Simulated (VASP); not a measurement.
# KCl (Pm-3m) in VASP: a series of runs

KCl is run at these levels: r2SCAN, PBE; tasks: single point.

Everything below comes from runs of VASP 6.6.1. Logs are shortened: lines on timing, memory, paths and dates and some standing lists are left out, and cuts for length are marked.

## (1) The cell of the first run

It takes space group Pm-3m (No. 221, cubic). Conventional cell: a = 3.839 Å, b = 3.839 Å, c = 3.839 Å, α = 90.00°, β = 90.00°, γ = 90.00°. Within 4.4 Å of K (site symmetry m-3m) lie 8 Cl at 3.32 Å and 6 K at 3.84 Å. Cl (site symmetry m-3m) has 8 K at 3.32 Å and 6 Cl at 3.84 Å within 4.4 Å.

## (2) Single point, r2SCAN

POSCAR

```
KCl
1.0
    3.8391960000      0.0000000000      0.0000000000
    0.0000000000      3.8391960000      0.0000000000
    0.0000000000      0.0000000000      3.8391960000
K Cl
1 1
Direct
    0.6290000000      0.4850000000      0.8930000000
    1.1290000000      0.9850000000      1.3930000000
```

INCAR.step1

```
ALGO = Normal
EDIFF = 1E-5
ENCUT = 550
GGA = PE
GGA_COMPAT = F
ISMEAR = 0
ISYM = 0
LASPH = T
LCHARG = F
LREAL = F
LWAVE = T
NBANDS = 15
NELM = 120
PREC = Accurate
SIGMA = 0.1
```

INCAR.step2

```
ALGO = Normal
EDIFF = 1E-6
ENCUT = 550
GGA_COMPAT = F
ISIF = 2
ISMEAR = 0
ISTART = 1
ISYM = 0
LASPH = T
LCHARG = F
LMIXTAU = T
LREAL = F
LWAVE = F
METAGGA = R2SCAN
NBANDS = 15
NELM = 120
PREC = Accurate
SIGMA = 0.1
```

KPOINTS

```
k-points
0
Gamma
  5 1 1
```

Potentials or basis: VASP PAW PBE potentials, release 64 (K_sv, Cl).

Run with:

```console
$ cat potpaw_PBE.64/K_sv/POTCAR potpaw_PBE.64/Cl/POTCAR > POTCAR
$ cp INCAR.step1 INCAR
$ mpirun -np 1 vasp_std > vasp.out
$ cp INCAR.step2 INCAR
$ mpirun -np 1 vasp_std > vasp.out
```

OUTCAR:

```text
EDIFF = 1E-6
   ENCUT = 550
   ISIF = 2
   ISMEAR = 0
   ISTART = 1
   ISYM = 0
   LASPH = T
   LREAL = F
   METAGGA = R2SCAN
   NELM = 120
   PREC = Accurate

 ion  position               nearest neighbor table
   1  0.629  0.485  0.893-
   2  0.129  0.985  0.393-

IMPORTANT INFORMATION: All symmetrisations will be switched off!
NOSYMM: (Re-)initialisation of all symmetry stuff for point group C_1.

----------------------------------------------------------------------------------------

                                     Primitive cell

  volume of cell :      56.5875

  direct lattice vectors                    reciprocal lattice vectors
     3.839196000  0.000000000  0.000000000     0.260471203  0.000000000  0.000000000
     0.000000000  3.839196000  0.000000000     0.000000000  0.260471203  0.000000000
     0.000000000  0.000000000  3.839196000     0.000000000  0.000000000  0.260471203

  length of vectors
     3.839196000  3.839196000  3.839196000     0.260471203  0.260471203  0.260471203

  position of ions in fractional coordinates (direct lattice)
     0.629000000  0.485000000  0.893000000
     0.129000000  0.985000000  0.393000000

  ion indices of the primitive-cell ions
   primitive index   ion index
                 1           1
                 2           2

----------------------------------------------------------------------------------------

 KPOINTS: k-points

Automatic generation of k-mesh.
 Grid dimensions read from file:
 generate k-points for:    5    1    1

 Generating k-lattice:

  Cartesian coordinates                     Fractional coordinates (reciprocal lattice)
     0.052094241  0.000000000  0.000000000     0.200000000  0.000000000  0.000000000
     0.000000000  0.260471203  0.000000000     0.000000000  1.000000000  0.000000000
     0.000000000  0.000000000  0.260471203     0.000000000  0.000000000  1.000000000

  Length of vectors
     0.052094241  0.260471203  0.260471203

  Shift w.r.t. Gamma in fractional coordinates (k-lattice)
     0.000000000  0.000000000  0.000000000

 -----------------------------------------------------------------------------
|                                                                             |
|           W    W    AA    RRRRR   N    N  II  N    N   GGGG   !!!           |
|           W    W   A  A   R    R  NN   N  II  NN   N  G    G  !!!           |
|           W    W  A    A  R    R  N N  N  II  N N  N  G       !!!           |
|           W WW W  AAAAAA  RRRRR   N  N N  II  N  N N  G  GGG   !            |
|           WW  WW  A    A  R   R   N   NN  II  N   NN  G    G                |
|           W    W  A    A  R    R  N    N  II  N    N   GGGG   !!!           |
|                                                                             |
|     Your reciprocal lattice and k-lattice belong to different lattice       |
|     classes:                                                                |
|                                                                             |
|        The reciprocal lattice is simple cubic,                              |
|        whereas your k-lattice is simple tetragonal.                         |
|                                                                             |
|     Results are often still useful ...                                      |
|                                                                             |
 -----------------------------------------------------------------------------

 WARNING: IBZKPT: internal override: KBLOWUP is changed to .FALSE.
      ... skipping the blow-up phase ...

 Subroutine IBZKPT returns following result:
 ===========================================

 Found      3 irreducible k-points:

 Following reciprocal coordinates:
            Coordinates               Weight
  0.000000  0.000000  0.000000      1.000000
  0.200000  0.000000  0.000000      2.000000
  0.400000  0.000000  0.000000      2.000000
   k-points           NKPTS =      3   k-points in BZ     NKDIM =      3   number of bands    NBANDS=     15
   number of dos      NEDOS =    301   number of ions     NIONS =      2
   total plane-waves  NPLWV =  27000
   dimension x,y,z NGX =    30 NGY =   30 NGZ =   30
   dimension x,y,z NGXF=    60 NGYF=   60 NGZF=   60
   ions per type =               1   1
   NGX,Y,Z   is equivalent  to a cutoff of  12.99, 12.99, 12.99 a.u.
   NGXF,Y,Z  is equivalent  to a cutoff of  25.98, 25.98, 25.98 a.u.
 SYSTEM =  unknown system
   PREC   = accura    normal or accurate (medium, high low for compatibility)
   ISTART =      1    job   : 0-new  1-cont  2-samecut
   ICHARG =      0    charge: 1-file 2-atom 10-const
   ISPIN  =      1    spin polarized calculation?
   LNONCOLLINEAR =      F non collinear calculations
   LSORBIT =      F    spin-orbit coupling
   LASPH  =      T    aspherical Exc in radial PAW
   ENCUT  =  550.0 eV  40.42 Ry    6.36 a.u.   7.34  7.34  7.34*2*pi/ulx,y,z
   NELM   =    120;   NELMIN=  2; NELMDL=  0     # of ELM steps
   EDIFF  = 0.1E-05   stopping-criterion for ELM
   LREAL  =      F    real-space projection
   EDIFFG = 0.1E-04   stopping-criterion for IOM
   NSW    =      0    number of steps for IOM
   IBRION =     -1    ionic relax: 0-MD 1-quasi-New 2-CG
   NFREE  =      0    steps in history (QN), initial steepest desc. (CG)
   ISIF   =      2    stress and relaxation
   ISYM   =      0    0-nonsym 1-usesym 2-fastsym
   POTIM  = 0.5000    time-step for ionic-motion
   TEBEG  =    0.0;   TEEND  =   0.0 temperature during run
   PSTRESS=    0.0 pullay stress
   NELECT =      16.0000    total number of electrons
   NUPDOWN=      -1.0000    fix difference up-down
   EMIN   =  10.00;   EMAX   =-10.00  energy-range for DOS
   EFERMI =   0.00;   METHOD = LEGACY
   ISMEAR =     0;   SIGMA  =   0.10  broadening in eV -4-tet -1-fermi 0-gaus
   EFERMI_NEDOS =   21; number of points for ismear=-14 and -15
   IALGO  =     38    algorithm
   IMIX   =      4    mixing-type and parameters
     AMIX     =   0.40;   BMIX     =  1.00
     AMIX_MAG =   1.60;   BMIX_MAG =  1.00
  volume/ion in A,a.u.               =      28.29       190.94
  Fermi-wavevector in a.u.,A,eV,Ry     =   1.074504  2.030517 15.708715  1.154558
  Thomas-Fermi vector in A             =   2.210334
   LORBIT       =      0    0 simple, 1 ext, 2 COOP (PROOUT), +10 PAW based schemes
   METAGGA = R2SCAN    functional components
   LHFCALC =     F    Hartree Fock is set to
   AEXX    =    0.0000 exact exchange contribution
   IVDW    =     0    specifies the selected vdW correction
   LEPSILON=     F    determine dielectric tensor
   LRPA    =     F    only Hartree local field effects (RPA)
 non-spin polarized calculation
 Gauss-broadening in eV      SIGMA  =   0.10
  energy-cutoff  :      550.00
  volume of cell :       56.59
 maximum number of plane-waves:      1679
 NGX is ok and might be reduce to    30
   NGX = 15   NGY = 15   NGZ = 15

 number of electron      15.9999999 magnetization

 Free energy of the ion-electron system (eV)
  ---------------------------------------------------
  ext. energy  EPLUGINS =         0.00000000
  ---------------------------------------------------
  free energy    TOTEN  =       -14.41947481 eV

  energy without entropy =      -14.41947481  energy(sigma->0) =      -14.41947481

 E-fermi :  -0.4591     XC(G=0):  -8.3178

 val. band max:       -0.9960371375   @ k =   0.0000   0.0000   0.0000
 cond. band min:       4.5219598387   @ k =   0.0000   0.0000   0.0000
 fundamental gap:      5.5179969762
 Fermi energy:        -0.4590710264

 k-point     1 :       0.0000    0.0000    0.0000
  band No.  band energies     occupation
      1     -30.3446      2.00000
      2     -13.8534      2.00000
      3     -13.0086      2.00000
      4     -12.9616      2.00000
      5     -12.9616      2.00000
      6      -1.0539      2.00000
      7      -0.9961      2.00000
      8      -0.9960      2.00000
      9       4.5220      0.00000
     10       6.0152      0.00000
     11       6.1080      0.00000
     12      10.2673      0.00000
     13      10.2673      0.00000
     14      10.2988      0.00000
     15      13.3610      0.00000

 k-point     2 :       0.2000    0.0000    0.0000
  band No.  band energies     occupation
      1     -30.3382      2.00000
      2     -13.9514      2.00000
      3     -12.9514      2.00000
      4     -12.9514      2.00000
      5     -12.9151      2.00000
      6      -1.7204      2.00000
      7      -0.9968      2.00000
      8      -0.9967      2.00000
      9       5.3985      0.00000
     10       6.4220      0.00000
     11       6.7972      0.00000
     12      10.1503      0.00000
     13      10.1503      0.00000
     14      10.4839      0.00000
     15      12.2205      0.00000

 k-point     3 :       0.4000    0.0000    0.0000
  band No.  band energies     occupation
      1     -30.3278      2.00000
      2     -14.0931      2.00000
      3     -12.9349      2.00000
      4     -12.9349      2.00000
      5     -12.7735      2.00000
      6      -2.5632      2.00000
      7      -0.9990      2.00000
      8      -0.9990      2.00000
      9       7.0356      0.00000
     10       7.1724      0.00000
     11       7.9432      0.00000
     12      10.1351      0.00000
     13      10.1351      0.00000
     14      10.3968      0.00000
     15      10.8440      0.00000

------------------------ aborting loop because EDIFF is reached ----------------------------------------

  FORCE on cell =-STRESS in cart. coord.  units (eV):
  Direction    XX          YY          ZZ          XY          YZ          ZX
  --------------------------------------------------------------------------------------
  -------------------------------------------------------------------------------------
  Total       -0.1818121      4.6202652      4.6201305      0.0000536      0.0000218     -0.0000014
  in kB       -5.1476914    130.8147241    130.8109109      0.0015169      0.0006166     -0.0000397
  external PRESSURE =      85.4926479 kB  Pullay stress =       0.0000000 kB

 VOLUME and BASIS-vectors are now :
 -----------------------------------------------------------------------------
  energy-cutoff  :      550.00
  volume of cell :       56.59
      direct lattice vectors                 reciprocal lattice vectors
     3.839196000  0.000000000  0.000000000     0.260471203  0.000000000  0.000000000
     0.000000000  3.839196000  0.000000000     0.000000000  0.260471203  0.000000000
     0.000000000  0.000000000  3.839196000     0.000000000  0.000000000  0.260471203

 POSITION                                       TOTAL-FORCE (eV/Angst)
 -----------------------------------------------------------------------------------
      2.41485      1.86201      3.42840        -0.000998      0.000319     -0.000516
      0.49526      3.78161      1.50880         0.000998     -0.000319      0.000516
 -----------------------------------------------------------------------------------
    total drift:                                0.001103     -0.000758      0.001007

  FREE ENERGIE OF THE ION-ELECTRON SYSTEM (eV)
  ---------------------------------------------------
  free  energy   TOTEN  =       -14.4194748118 eV

  energy  without entropy=      -14.4194748118  energy(sigma->0) =      -14.41947481
```

Wall time 47 s (1 thread of Intel Xeon Platinum 8259CL at 2.50GHz (Skylake/Cascade Lake), shared host); peak memory 0.16 GiB.

The run converged, but its numbers aren't listed here, since they failed a check.

Caveat: the k points lie up to 1.64 Å⁻¹ apart; the PAW data sets were made with another functional, which shifts forces and pressure a little.

(Continued in part 2 of 2.)
